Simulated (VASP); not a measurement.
The system is Zr.

```
CELL_PARAMETERS angstrom
3.23200 0.00000 0.00000
-1.61600 2.79899 0.00000
0.00000 0.00000 5.14700
ATOMIC_POSITIONS crystal
Zr 0.66667 0.33333 0.75000
Zr 0.33333 0.66667 0.25000
```

```yaml
Program: VASP 6.6.1
Task: relaxation of cell and atoms
Functional: PBEsol
Potentials_or_basis: VASP PAW PBE potentials, release 64 (Zr_sv)
Cutoff: 600 eV
k_mesh: 9 × 9 × 5
Occupations: fermi-dirac, width 0.05 eV
Spin: no spin polarisation
```

At the start: pressure -3.2 GPa; volume 23.28 Å³/atom.

Q: How do energy, volume and symmetry change on relaxing?

A: Over 6 steps the energy falls by 8.7 meV/atom and the volume is 22.47 Å³/atom (-3.5 %); space group P6_3/mmc (No. 194, to 0.1 Å) before and after.

Step by step:
| step | energy change (eV) | largest force (eV/Å) | pressure (GPa) | volume (Å³) |
| --- | --- | --- | --- | --- |
| 1 | 0.0000 | 0.0000 | -3.22 | 46.56 |
| 2 | -0.0006 | 0.0000 | 3.58 | 43.48 |
| 3 | -0.0167 | 0.0000 | 0.04 | 44.98 |
| 4 | -0.0167 | 0.0000 | 0.10 | 44.95 |
| 5 | -0.0172 | 0.0000 | 0.07 | 44.95 |
| 6 | -0.0173 | 0.0000 | 0.05 | 44.95 |

Final structure:
```
Zr
1.0
     3.18208    0.00000    0.00000
    -1.59104    2.75576    0.00000
     0.00000    0.00000    5.12576
Zr
2
Direct
  0.66667 0.33333 0.75000
  0.33333 0.66667 0.25000
```

Caveat: the PAW data sets were made with another functional, which shifts forces and pressure a little.
